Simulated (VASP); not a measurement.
SiO2:

```
Si O
1.0
     4.98200    0.00000    0.00000
     0.00000    4.98200    0.00000
     0.00000    0.00000    6.96300
Si O
4 8
Cartesian
  3.9805 1.0015 5.2222
  3.4925 3.4925 3.4815
  1.0015 3.9805 1.7408
  1.4895 1.4895 0.0000
  0.5155 1.1951 5.7227
  1.2959 3.0065 0.5004
  4.4665 3.7869 2.2412
  3.6861 1.9755 3.9819
  3.0065 1.2959 6.4626
  3.7869 4.4665 4.7218
  1.9755 3.6861 2.9811
  1.1951 0.5155 1.2403
```

```yaml
Program: VASP 6.6.1
Task: relaxation of cell and atoms
Functional: PBEsol
Dispersion: D3(BJ)
Potentials_or_basis: VASP PAW PBE potentials, release 64 (Si, O)
Cutoff: 600 eV
k_mesh: 6 × 6 × 4
Occupations: fermi-dirac, width 0.05 eV
Spin: no spin polarisation
```

At the start: pressure 3.1 GPa; volume 14.40 Å³/atom.

Question: Where does the relaxation end?

Answer: Over 33 steps the energy falls by 7.6 meV/atom and the volume is 13.50 Å³/atom (-6.3 %); space group P4_12_12 (No. 92, to 0.1 Å) before and after.

The path:
| step | energy change (eV) | largest force (eV/Å) | pressure (GPa) | volume (Å³) |
| --- | --- | --- | --- | --- |
| 1 | 0.0000 | 0.3208 | 3.12 | 172.82 |
| 2 | 0.0547 | 0.5610 | -4.40 | 179.92 |
| 3 | -0.0338 | 0.1415 | 0.09 | 175.47 |
| 4 | -0.0280 | 0.3363 | -0.81 | 176.14 |
| 5 | -0.0356 | 0.0571 | -0.22 | 175.69 |
| 6 | -0.0372 | 0.0592 | -0.13 | 175.39 |
| 7 | -0.0411 | 0.0815 | 0.13 | 174.52 |
| 8 | -0.0455 | 0.1632 | 0.65 | 172.77 |
| 9 | -0.0460 | 0.2023 | 0.88 | 171.97 |
| 10 | -0.0464 | 0.1956 | 0.86 | 171.93 |
| 11 | -0.0478 | 0.1757 | 0.78 | 171.80 |
| 12 | -0.0500 | 0.1365 | 0.62 | 171.54 |
| 13 | -0.0524 | 0.1431 | 0.31 | 171.03 |
| 14 | -0.0526 | 0.1816 | 0.17 | 170.82 |
| 15 | -0.0543 | 0.1499 | 0.02 | 170.71 |
| 16 | -0.0570 | 0.1616 | -0.47 | 170.38 |
| 17 | -0.0572 | 0.1919 | -0.62 | 170.28 |
| 18 | -0.0601 | 0.1762 | -0.57 | 169.83 |
| 19 | -0.0673 | 0.1309 | -0.43 | 168.49 |
| 20 | -0.0750 | 0.0450 | -0.19 | 165.83 |
| 21 | -0.0755 | 0.0406 | -0.12 | 164.88 |
| 22 | -0.0780 | 0.1424 | 0.00 | 164.33 |
| 23 | -0.0780 | 0.1545 | 0.02 | 164.29 |
| 24 | -0.0801 | 0.1350 | 0.05 | 164.05 |
| 25 | -0.0849 | 0.1034 | 0.14 | 163.31 |
| 26 | -0.0884 | 0.0510 | 0.31 | 161.83 |
| 27 | -0.0893 | 0.0778 | 0.01 | 162.02 |
| 28 | -0.0894 | 0.0940 | -0.17 | 162.14 |
| 29 | -0.0901 | 0.0418 | -0.21 | 162.16 |
| 30 | -0.0904 | 0.0531 | -0.27 | 162.19 |
| 31 | -0.0909 | 0.0127 | -0.04 | 162.01 |
| 32 | -0.0909 | 0.0115 | -0.03 | 161.99 |
| 33 | -0.0909 | 0.0060 | -0.02 | 161.98 |

Final structure:
```xyz
12
Lattice="4.9009 0.0000 0.0000 0.0000 4.9009 0.0000 0.0000 0.0000 6.7438" Properties=species:S:1:pos:R:3 pbc="T T T"
Si    3.9839    0.9170    5.0579
Si    3.3675    3.3675    3.3719
Si    0.9170    3.9839    1.6860
Si    1.5335    1.5335    6.7438
O     0.6393    1.1450    5.4474
O     1.3054    3.0897    0.3896
O     4.2616    3.7559    2.0755
O     3.5955    1.8112    3.7615
O     3.0897    1.3054    6.3542
O     3.7559    4.2616    4.6683
O     1.8112    3.5955    2.9823
O     1.1450    0.6393    1.2964
```

Caveat: the PAW data sets were made with another functional, which shifts forces and pressure a little.
